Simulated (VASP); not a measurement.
Crystal: Ta.

```
Ta
1.0
    -1.65128    1.65128    1.65128
     1.65128   -1.65128    1.65128
     1.65128    1.65128   -1.65128
Ta
1
Direct
  0.00000 0.00000 0.00000
```

- Program: VASP 6.6.1
- Task: relaxation of cell and atoms
- Functional: BLYP
- Dispersion: D4
- Potentials or basis: VASP PAW PBE potentials, release 64 (Ta_pv)
- Cutoff: 600 eV
- k mesh: 11 × 11 × 11
- Occupations: fermi-dirac, width 0.05 eV
- Spin: no spin polarisation

At the start: pressure 4.7 GPa; volume 18.01 Å³/atom.

Problem. How do energy, volume and symmetry change on relaxing?

Solution. Over 3 steps the energy falls by 5.9 meV/atom and the volume is 18.43 Å³/atom (+2.3 %); space group Im-3m (No. 229, to 0.05 Å).

The path:
| step | energy change (eV) | largest force (eV/Å) | pressure (GPa) | volume (Å³) |
| --- | --- | --- | --- | --- |
| 1 | 0.0000 | 0.0000 | 4.68 | 18.01 |
| 2 | 0.0238 | 0.0000 | -9.15 | 19.42 |
| 3 | -0.0059 | 0.0000 | -0.09 | 18.43 |

Final structure:
```
Ta
1.0
    -1.66409    1.66409    1.66409
     1.66409   -1.66409    1.66409
     1.66409    1.66409   -1.66409
Ta
1
Cartesian
  0.0000 0.0000 0.0000
```

Caveat: the PAW data sets were made with another functional, which shifts forces and pressure a little; pairwise dispersion overbinds metals, which lowers pressure and volume.
